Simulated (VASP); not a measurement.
# ScAl3 (Pm-3m) in VASP: vibrations by perturbation theory with PBEsol

Aim: the vibrations by perturbation theory of ScAl3 with PBEsol.

Program: VASP 6.6.1. These are calculated values, not measurements. Logs are shortened: lines on timing, memory, paths and dates and some standing lists are left out, and cuts for length are marked.

**1. The cell of the first run**

It takes space group Pm-3m (No. 221, cubic). The conventional cell has a = 4.072 Å, b = 4.072 Å, c = 4.072 Å, α = 90.00°, β = 90.00°, γ = 90.00°. Al (site symmetry 4/mmm) has 8 Al at 2.88 Å and 4 Sc at 2.88 Å within 3.8 Å. Within 3.8 Å of Sc (site symmetry m-3m) lie 12 Al at 2.88 Å.

**2. Vibrations by perturbation theory, PBEsol**

Contents of INCAR:

```
  ALGO = Normal
  EDIFF = 1E-8
  ENCUT = 520
  GGA = PS
  IBRION = 8
  ISIF = 2
  ISMEAR = 0
  LASPH = True
  LCHARG = False
  LREAL = False
  LWAVE = False
  NELM = 100
  NSW = 1
  PREC = Accurate
  SIGMA = 0.1
```

Contents of KPOINTS:

```
k-points
0
Gamma
  12 12 12
```

Contents of POSCAR:

```
ScAl3
1.0
    4.0718163701      0.0000000000      0.0000000000
    0.0000000000      4.0718163701      0.0000000000
    0.0000000000      0.0000000000      4.0718163701
Al Sc
3 1
Direct
    0.0000000000      0.5000000000      0.5000000000
    0.5000000000      0.0000000000      0.5000000000
    0.5000000000      0.5000000000      0.0000000000
    0.0000000000      0.0000000000      0.0000000000
```

Potentials or basis: VASP PAW PBE potentials, release 64 (Al, Sc_sv).

Run with:

```bash
$ cat potpaw_PBE.64/Al/POTCAR potpaw_PBE.64/Sc_sv/POTCAR > POTCAR
$ mpirun -np 1 vasp_std > vasp.out
```

OUTCAR:

```text
EDIFF = 1E-8
   ENCUT = 520
   GGA = PS
   IBRION = 8
   ISIF = 2
   ISMEAR = 0
   LASPH = True
   LREAL = False
   NELM = 100
   NSW = 1
   PREC = Accurate

 ion  position               nearest neighbor table
   1  0.000  0.500  0.500-   2 2.88   3 2.88   4 2.88   3 2.88   4 2.88   2 2.88   4 2.88   4 2.88
                             2 2.88   3 2.88   3 2.88   2 2.88
   2  0.500  0.000  0.500-   1 2.88   3 2.88   4 2.88   3 2.88   4 2.88   1 2.88   3 2.88   3 2.88
                             1 2.88   4 2.88   4 2.88   1 2.88
   3  0.500  0.500  0.000-   1 2.88   2 2.88   4 2.88   1 2.88   2 2.88   2 2.88   4 2.88   2 2.88
                             1 2.88   4 2.88   1 2.88   4 2.88
   4  0.000  0.000  0.000-   1 2.88   2 2.88   3 2.88   1 2.88   2 2.88   1 2.88   3 2.88   1 2.88
                             2 2.88   3 2.88   2 2.88   3 2.88

  LATTYP: Found a simple cubic cell.
 ALAT       =     4.0718163701

  Lattice vectors:

 A1 = (   4.0718163701,   0.0000000000,   0.0000000000)
 A2 = (   0.0000000000,   4.0718163701,   0.0000000000)
 A3 = (   0.0000000000,   0.0000000000,   4.0718163701)

Analysis of symmetry for initial positions (statically):
=====================================================================
 Subroutine PRICEL returns:
 Original cell was already a primitive cell.

 Routine SETGRP: Setting up the symmetry group for a
 simple cubic supercell.

 Subroutine GETGRP returns: Found 48 space group operations
 (whereof 48 operations were pure point group operations)
 out of a pool of 48 trial point group operations.

The static configuration has the point symmetry O_h .

Analysis of symmetry for dynamics (positions and initial velocities):
=====================================================================
 Subroutine PRICEL returns:
 Original cell was already a primitive cell.

 Routine SETGRP: Setting up the symmetry group for a
 simple cubic supercell.

 Subroutine GETGRP returns: Found 48 space group operations
 (whereof 48 operations were pure point group operations)
 out of a pool of 48 trial point group operations.

The dynamic configuration has the point symmetry O_h .

 Subroutine INISYM returns: Found 48 space group operations
 (whereof 48 operations are pure point group operations),
 and found     1 'primitive' translations

----------------------------------------------------------------------------------------

                                     Primitive cell

  volume of cell :      67.5094

  direct lattice vectors                    reciprocal lattice vectors
     4.071816370  0.000000000  0.000000000     0.245590643  0.000000000  0.000000000
     0.000000000  4.071816370  0.000000000     0.000000000  0.245590643  0.000000000
     0.000000000  0.000000000  4.071816370     0.000000000  0.000000000  0.245590643

  length of vectors
     4.071816370  4.071816370  4.071816370     0.245590643  0.245590643  0.245590643

  position of ions in fractional coordinates (direct lattice)
     0.000000000  0.500000000  0.500000000
     0.500000000  0.000000000  0.500000000
     0.500000000  0.500000000  0.000000000
     0.000000000  0.000000000  0.000000000

  ion indices of the primitive-cell ions
   primitive index   ion index
                 1           1
                 2           2
                 3           3
                 4           4

----------------------------------------------------------------------------------------

 KPOINTS: k-points

Automatic generation of k-mesh.
 Grid dimensions read from file:
 generate k-points for:   12   12   12

 Generating k-lattice:

  Cartesian coordinates                     Fractional coordinates (reciprocal lattice)
     0.020465887  0.000000000  0.000000000     0.083333333  0.000000000  0.000000000
     0.000000000  0.020465887  0.000000000     0.000000000  0.083333333  0.000000000
     0.000000000  0.000000000  0.020465887     0.000000000  0.000000000  0.083333333

  Length of vectors
     0.020465887  0.020465887  0.020465887

  Shift w.r.t. Gamma in fractional coordinates (k-lattice)
     0.000000000  0.000000000  0.000000000

 Subroutine IBZKPT returns following result:
 ===========================================

[... 76 lines left out ...]
   LEPSILON=     F    determine dielectric tensor
   LRPA    =     F    only Hartree local field effects (RPA)
 non-spin polarized calculation
 Gauss-broadening in eV      SIGMA  =   0.10
  energy-cutoff  :      520.00
  volume of cell :       67.51
 maximum number of plane-waves:      1856
   NGX = 15   NGY = 15   NGZ = 15

--------------------------------------- Ionic step        1  -------------------------------------------

 number of electron      19.9999997 magnetization

 Free energy of the ion-electron system (eV)
  ---------------------------------------------------
  ext. energy  EPLUGINS =         0.00000000
  ---------------------------------------------------
  free energy    TOTEN  =       -20.76796622 eV

  energy without entropy =      -20.76144815  energy(sigma->0) =      -20.76470718

 E-fermi :   7.3213     XC(G=0): -10.5449

 val. band max:        7.2780173955   @ k =   0.2500   0.0833   0.0000
 cond. band min:       7.3264912677   @ k =   0.3333   0.2500   0.0000
 fundamental gap:      0.0484738721
 Fermi energy:         7.3213090743

 k-point     1 :       0.0000    0.0000    0.0000
  band No.  band energies     occupation
      1     -41.3948      2.00000
      2     -20.1980      2.00000
      3     -20.1980      2.00000
      4     -20.1980      2.00000
      5      -2.7759      2.00000
      6       4.6686      2.00000
      7       4.6686      2.00000
      8       5.5001      2.00000
      9       5.5001      2.00000
     10       5.5001      2.00000
     11       8.5265      0.00000
     12       8.6129      0.00000
     13       8.6129      0.00000
     14       8.6129      0.00000
[... 377 lines left out ...]
      1     -41.3924      2.00000
      2     -20.2272      2.00000
      3     -20.2203      2.00000
      4     -20.1934      2.00000
      5      -0.3900      2.00000
      6       1.3276      2.00000
      7       2.4571      2.00000
      8       4.2222      2.00000
      9       6.2444      2.00000
     10       6.9962      2.00000
     11       8.2258      0.00000
     12       9.0701      0.00000
     13       9.4886      0.00000
     14       9.5135      0.00000

 [... further k-points ...]

------------------------ aborting loop because EDIFF is reached ----------------------------------------

  FORCE on cell =-STRESS in cart. coord.  units (eV):
  Direction    XX          YY          ZZ          XY          YZ          ZX
  --------------------------------------------------------------------------------------
  -------------------------------------------------------------------------------------
  Total        0.0476789      0.0476789      0.0476789     -0.0000000      0.0000000     -0.0000000
  in kB        1.1315453      1.1315453      1.1315453     -0.0000000      0.0000000     -0.0000000
  external PRESSURE =       1.1315453 kB  Pullay stress =       0.0000000 kB

 VOLUME and BASIS-vectors are now :
 -----------------------------------------------------------------------------
  energy-cutoff  :      520.00
  volume of cell :       67.51
      direct lattice vectors                 reciprocal lattice vectors
     4.071816370  0.000000000  0.000000000     0.245590643  0.000000000  0.000000000
     0.000000000  4.071816370  0.000000000     0.000000000  0.245590643  0.000000000
     0.000000000  0.000000000  4.071816370     0.000000000  0.000000000  0.245590643

 POSITION                                       TOTAL-FORCE (eV/Angst)
 -----------------------------------------------------------------------------------
      0.00000      2.03591      2.03591         0.000000      0.000000      0.000000
      2.03591      0.00000      2.03591         0.000000      0.000000      0.000000
      2.03591      2.03591      0.00000         0.000000      0.000000      0.000000
      0.00000      0.00000      0.00000         0.000000      0.000000      0.000000
 -----------------------------------------------------------------------------------
    total drift:                               -0.000000     -0.000000      0.000000

  FREE ENERGIE OF THE ION-ELECTRON SYSTEM (eV)
  ---------------------------------------------------
  free  energy   TOTEN  =       -20.7679662151 eV

  energy  without entropy=      -20.7614481486  energy(sigma->0) =      -20.76470718

[... ionic steps 2 to 12 ...]

--------------------------------------- Ionic step       13  -------------------------------------------

 Free energy of the ion-electron system (eV)
  ---------------------------------------------------
  ---------------------------------------------------
  free energy    TOTEN  =        -0.75845526 eV

  energy without entropy =       -0.75845526

------------------------ aborting loop because EDIFF is reached ----------------------------------------

 INTERNAL STRAIN TENSOR  FOR ION    4  DIRECTION 1   (eV/Angst):
 -----------------------------------------------------------------------------
    -0.00385  0.00000 -0.00000
     0.00000  0.00055 -0.00000
     0.00000 -0.00000  0.00055

 INTERNAL STRAIN TENSOR FOR ION    4 for displacements in x,y,z  (eV/Angst):
          X           Y           Z          XY          YZ          ZX
  --------------------------------------------------------------------------------
  x     0.00000     0.00000     0.00000     0.00000     0.00000     0.00000
  y     0.00000     0.00000     0.00000     0.00000     0.00000     0.00000
  z     0.00000     0.00000     0.00000     0.00000     0.00000     0.00000

 SECOND DERIVATIVES (NOT SYMMETRIZED)
 ------------------------------------
               1X          1Y          1Z          2X          2Y          2Z          3X          3Y          3Z          4X          4Y          4Z
  1X    -4.963568    0.000000    0.000000    1.966102   -0.000000    0.000000    1.966102    0.000000    0.000000    1.031363   -0.000000    0.000000
  1Y     0.000000   -6.549551    0.000000    0.000000    1.966049    0.000000    0.000000    0.158139    0.000000    0.000000    4.425364    0.000000
  1Z     0.000000    0.000000   -6.549551    0.000000    0.000000    0.158139    0.000000    0.000000    1.966049    0.000000    0.000000    4.425364
  2X     1.966049    0.000000    0.000000   -6.549551    0.000000    0.000000    0.158139    0.000000    0.000000    4.425364    0.000000    0.000000
  2Y     0.000000    1.966102   -0.000000    0.000000   -4.963568    0.000000    0.000000    1.966102    0.000000   -0.000000    1.031363    0.000000
  2Z     0.000000    0.000000    0.158139    0.000000    0.000000   -6.549551    0.000000    0.000000    1.966049    0.000000    0.000000    4.425364
  3X     1.966049    0.000000    0.000000    0.158139    0.000000    0.000000   -6.549551    0.000000    0.000000    4.425364    0.000000    0.000000
  3Y     0.000000    0.158139    0.000000    0.000000    1.966049    0.000000    0.000000   -6.549551    0.000000    0.000000    4.425364    0.000000
  3Z     0.000000    0.000000    1.966102   -0.000000    0.000000    1.966102    0.000000    0.000000   -4.963568    0.000000    0.000000    1.031363
  4X     1.027936   -0.000000   -0.000000    4.421890    0.000000    0.000000    4.421890    0.000000    0.000000   -9.871716    0.000000   -0.000000
  4Y     0.000000    4.421890    0.000000   -0.000000    1.027936   -0.000000    0.000000    4.421890    0.000000    0.000000   -9.871716   -0.000000
  4Z    -0.000000   -0.000000    4.421890    0.000000   -0.000000    4.421890    0.000000   -0.000000    1.027936   -0.000000    0.000000   -9.871716

 Eigenvectors and eigenvalues of the dynamical matrix
 ----------------------------------------------------

   1 f  =   10.152564 THz    63.790444 2PiTHz  338.653098 cm-1    41.987614 meV
             X         Y         Z           dx          dy          dz
      0.000000  2.035908  2.035908     0.030107   -0.520926    0.001291
      2.035908  0.000000  2.035908    -0.064728    0.242299    0.001291
      2.035908  2.035908  0.000000    -0.064728   -0.520926   -0.000601
      0.000000  0.000000  0.000000     0.076933    0.619155   -0.001535
[... 71 lines left out ...]
  12 f/i=    0.002427 THz     0.015249 2PiTHz    0.080956 cm-1     0.010037 meV
             X         Y         Z           dx          dy          dz
      0.000000  2.035908  2.035908    -0.458682   -0.060349    0.010791
      2.035908  0.000000  2.035908    -0.458797   -0.060334    0.010791
      2.035908  2.035908  0.000000    -0.458797   -0.060349    0.010788
      0.000000  0.000000  0.000000    -0.592519   -0.077939    0.013936

--------------------------------------------------------------------------------------------------------

 ELASTIC MODULI CONTR FROM IONIC RELAXATION (kBar)
 Direction    XX          YY          ZZ          XY          YZ          ZX
 --------------------------------------------------------------------------------
 XX           0.0000      0.0000      0.0000      0.0000      0.0000      0.0000
 YY           0.0000      0.0000      0.0000      0.0000      0.0000      0.0000
 ZZ           0.0000      0.0000      0.0000      0.0000      0.0000      0.0000
 XY           0.0000      0.0000      0.0000      0.0000      0.0000      0.0000
 YZ           0.0000      0.0000      0.0000      0.0000      0.0000      0.0000
 ZX           0.0000      0.0000      0.0000      0.0000      0.0000      0.0000
 --------------------------------------------------------------------------------
```

It took 6.2 min on 1 thread of Intel Xeon 6975P-C (Granite Rapids), shared host; peak memory 0.74 GiB.

Results:

```yaml
Highest_phonon_frequency_at_Γ: 339 cm⁻¹
```

Phonon frequencies in cm⁻¹ (negative: imaginary):
| q point | frequencies |
| --- | --- |
| (0.000, 0.000, 0.000) | 0 0 0 244 244 244 260 260 260 339 339 339 |

Caveat: the PAW data sets were made with another functional, which shifts forces and pressure a little.
